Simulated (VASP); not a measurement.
Runs of VASP 6.6.1 on SnSe2. The structure is that of space group P-3m1 (No. 164), or close to it. The cells are those of the table. 

```csv
cell,gap on the mesh (eV),pressure (GPa),largest force (eV/Å)
"a = 3.811, b = 3.811, c = 6.075 Å, angles 90.0, 90.0, 120.0°, 3 atoms",0.76,(b),0.95
"a = 3.811, b = 3.811, c = 5.952 Å, angles 90.0, 90.0, 120.0°, 3 atoms",0.64,8.2,1.26
"a = 3.811, b = 3.811, c = 6.320 Å, angles 90.0, 90.0, 120.0°, 3 atoms",0.76,(d),0.35
"a = 3.811, b = 3.811, c = 6.136 Å, angles 90.0, 90.0, 120.0°, 3 atoms",0.82,5.7,(a)
"a = 3.811, b = 3.811, c = 6.197 Å, angles 90.0, 90.0, 120.0°, 3 atoms",0.87,4.9,0.64
"a = 3.811, b = 3.811, c = 6.259 Å, angles 90.0, 90.0, 120.0°, 3 atoms",0.83,4.1,0.50
"a = 3.811, b = 3.811, c = 6.013 Å, angles 90.0, 90.0, 120.0°, 3 atoms",(c),7.3,1.10
```

Alike in all rows: task single point; level PBE; potentials or basis VASP PAW PBE potentials, release 64 (Sn_d, Se); no spin polarisation; k mesh 6 × 6 × 4; cutoff (eV) 520; smearing fermi-dirac 0.05 eV.

Q: Fill in the values left out.

A: (a) 0.80; (b) 6.5; (c) 0.70; (d) 3.4.

Caveats: spin-orbit coupling is left out, which moves the levels of the heavy elements; this functional lacks dispersion, which binds the layers, so the pressure and a relaxed spacing across them are unreliable; forces of over 1 eV/Å act on the atoms, so gaps and moduli don't describe the material at rest (some runs).

A k mesh can miss the band edges, and the runs leave out spin-orbit coupling on Se, Sn.
